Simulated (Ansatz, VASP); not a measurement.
## One calculation of CdS, two programs

```
Cd S
1.0
     3.87758    0.00000    0.00000
    -1.93879    3.35808    0.00000
     0.00000    0.00000    6.47752
Cd S
2 2
Direct
  0.00000 0.00000 0.00000
  0.00000 0.00000 0.50000
  0.33333 0.66667 0.25000
  0.66667 0.33333 0.75000
```

Change from the starting cell: species swapped into the MnAs type (P6_3/mmc, No. 194).

Alike in both runs: functional PBE; k mesh 12 × 12 × 6; occupations gaussian, width 0.02 eV; no spin polarisation.

Ansatz relaxed the structure, and its values are those at the end. VASP's run is a single point on that final structure, the one shown.

```csv
,VASP,Ansatz
version,VASP 6.6.1,Ansatz 0.2.0
potentials or method,"VASP PAW PBE potentials, release 64 (Cd, S), cutoff 520 eV","scalar-relativistic, plane waves, PAW"
valence electrons in the cell,36,52
```

Ansatz gave:

* gap on the k mesh at the Fermi level (eV): 0.55
* least direct gap on the mesh (eV): 0.55
* pressure (GPa): 0.0

Problem. Which values does VASP return?

Solution. gap on the k mesh at the Fermi level (eV): 0.54; least direct gap on the mesh (eV): 0.54; pressure (GPa): 0.4.

The functional is the same, so the differences come from potentials, cutoffs and numerics. VASP's potentials hold 36 valence electrons a cell and Ansatz's 52, so a difference there can come from the potentials and not from the codes.
